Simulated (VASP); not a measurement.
The system is H.

```xyz
2
Lattice="1.9878 0.0000 0.0000 -0.9939 1.7215 0.0000 0.0000 0.0000 3.1933" Properties=species:S:1:pos:R:3 pbc="T T T"
H     0.0000    1.1476    0.7983
H     0.9939    0.5738    2.3949
```

Base run:

```yaml
Program: VASP 6.6.1
Functional: PBEsol
Potentials_or_basis: VASP PAW PBE potentials, release 64 (H)
Cutoff: 500 eV
k_mesh: 13 × 13 × 7
Occupations: fermi-dirac, width 0.03 eV
Spin: no spin polarisation
```

Its results: band gap on the k mesh zero (bands 1 and 2 overlap by 9.15 eV); pressure -25.7 GPa.

Q: The run is repeated on the same cell with these changes: cutoff from 500 eV to 400 eV; further incar settings from ALGO = Normal; EDIFF = 1e-06; NBANDS = 8 to ALGO = Normal; EDIFF = 1e-08; NBANDS = 8. What comes out?

A: Band gap on the k mesh zero (bands 1 and 2 overlap by 9.16 eV); pressure -26.5 GPa.

Caveats: the cell stands under tension; the atoms stand far beyond bonding distance, and open shells without spin polarisation read as a metal; the PAW data sets were made with another functional, which shifts forces and pressure a little.
